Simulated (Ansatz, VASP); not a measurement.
**Two plane-wave programs on Zr**

```
Zr
1.0
     3.23200    0.00000    0.00000
    -1.61600    2.79899    0.00000
     0.00000    0.00000    5.14700
Zr
2
Direct
  0.66667 0.33333 0.75000
  0.33333 0.66667 0.25000
```

Alike in both runs: task single point; functional r2SCAN0; k mesh 5 × 5 × 3; occupations fermi-dirac, width 0.05 eV; no spin polarisation.

|  | VASP | Ansatz |
| --- | --- | --- |
| version | VASP 6.6.1 | Ansatz 0.2.0 |
| potentials or method | VASP PAW PBE potentials, release 64 (Zr_sv) | Ansatz PAW |
| plane-wave cutoff (eV) | 520 | 500 |
| valence electrons in the cell | 24 | 24 |

Ansatz gave:

```
gap on the k mesh at the Fermi level (eV)                     : none
pressure (GPa)                                                : 1.0
traceless stress, the component that is largest in VASP (GPa) : -3.76
```

Q: What did VASP give for the same quantities?

A: gap on the k mesh at the Fermi level (eV): none; pressure (GPa): 0.8; traceless stress, the component that is largest in VASP (GPa): -3.73.

VASP's potentials were made for PBE, not for r2SCAN0. A gap of «none» marks a metal or a gap that the smearing closes.

The k mesh is coarse, so the values compare programs but aren't converged.
